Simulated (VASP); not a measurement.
# Li: relaxation of cell and atoms with PBE

The system is Li.

```
Li
1.0
    -1.45402    1.45402    1.45402
     1.45402   -1.45402    1.45402
     1.45402    1.45402   -1.45402
Li
1
Direct
  0.00000 0.00000 0.00000
```

* Program: VASP 6.6.1
* Task: relaxation of cell and atoms
* Functional: PBE
* Potentials or basis: VASP PAW PBE potentials, release 64 (Li_sv)
* Cutoff: 600 eV
* k mesh: 18 × 18 × 18
* Occupations: fermi-dirac, width 0.08 eV
* Spin: no spin polarisation
* Target pressure: 16 GPa
* Dipole correction: no
* Further INCAR settings: ALGO = Normal; EDIFF = 1e-06; IBRION = 2; EDIFFG = -0.005; NSW = 60; ISIF = 3

```yaml
Relaxed_volume: 12.27 Å³/atom
Relaxed_cell: a = 2.517 Å, b = 2.517 Å, c = 2.517 Å, α = 109.47°, β = 109.47°, γ = 109.47°
Space_group_after_relaxing_to_0.05_Å: Im-3m (No. 229)
Energy_change_on_relaxing_the_enthalpy_is_what_falls: +2.3 meV/atom
Ionic_steps: 2
Pressure_after_relaxing: 15.9 GPa
```

Step by step:
| step | energy change (eV) | largest force (eV/Å) | pressure (GPa) | volume (Å³) |
| --- | --- | --- | --- | --- |
| 1 | 0.0000 | 0.0000 | 15.83 | 12.30 |
| 2 | 0.0023 | 0.0000 | 15.95 | 12.27 |

Final structure:
```
CELL_PARAMETERS angstrom
-1.45312 1.45312 1.45312
1.45312 -1.45312 1.45312
1.45312 1.45312 -1.45312
ATOMIC_POSITIONS crystal
Li 0.00000 0.00000 0.00000
```

Levels at points of the mesh, in eV from the Fermi level:
| k point | band 1 | band 2 | band 3 | band 4 | band 5 |
| --- | --- | --- | --- | --- | --- |
| (0.00, 0.00, 0.00) | -45.84 | -4.07 | 20.80 | 20.80 | 20.80 |
| (0.50, 0.00, 0.00) | -45.72 | 0.08 | 5.35 | 14.62 | 16.53 |
| (0.50, 0.50, 0.50) | -45.65 | 7.64 | 7.64 | 7.64 | 10.38 |

Run time: 4.8 s on 1 thread of Intel(R) Xeon(R) 6975P-C (Granite Rapids), with other jobs on the host, peak memory 0.12 GiB.

Caveat: the cutoff is under 1.25 times the usual one of these potentials, so pressure, stress and relaxed cells hold a basis-set (Pulay) error; the cell is relaxed towards a set pressure, so the enthalpy falls and the energy may rise.
